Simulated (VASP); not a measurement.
Runs of VASP 6.6.1 on Be. The structure is that of space group Pm-3m (No. 221), or close to it. The cells are those of the table. 

```tsv
task	cell	cutoff (eV)	gap on the mesh (eV)	pressure (GPa)
relaxation of cell and atoms	relaxed from a = 2.070 Å, 1 atom	600	none	0.0
single point	a = 1.996 Å, 1 atom	520	none	30.1
single point	a = 2.042 Å, 1 atom	520	none	20.1
single point	a = 2.100 Å, 1 atom	520	none	10.1
relaxation of cell and atoms	relaxed to 10 GPa from a = 2.070 Å, 1 atom	600	none	10.0
relaxation of cell and atoms	relaxed to 30 GPa from a = 2.070 Å, 1 atom	600	none	30.0
relaxation of cell and atoms	relaxed to 20 GPa from a = 2.070 Å, 1 atom	600	none	19.9
single point	a = 2.177 Å, 1 atom	520	none	(a)
```

Alike in all rows: level PBE; potentials or basis VASP PAW PBE potentials, release 64 (Be); no spin polarisation; k mesh 11 × 11 × 11; smearing methfessel-paxton 0.05 eV.

Problem. Estimate the missing entries.

Solution. (a) 0.1.

Caveats: the cell is relaxed towards a set pressure, so the enthalpy falls and the energy may rise (some runs).

A gap of «none» marks levels without a gap at the run's occupations.
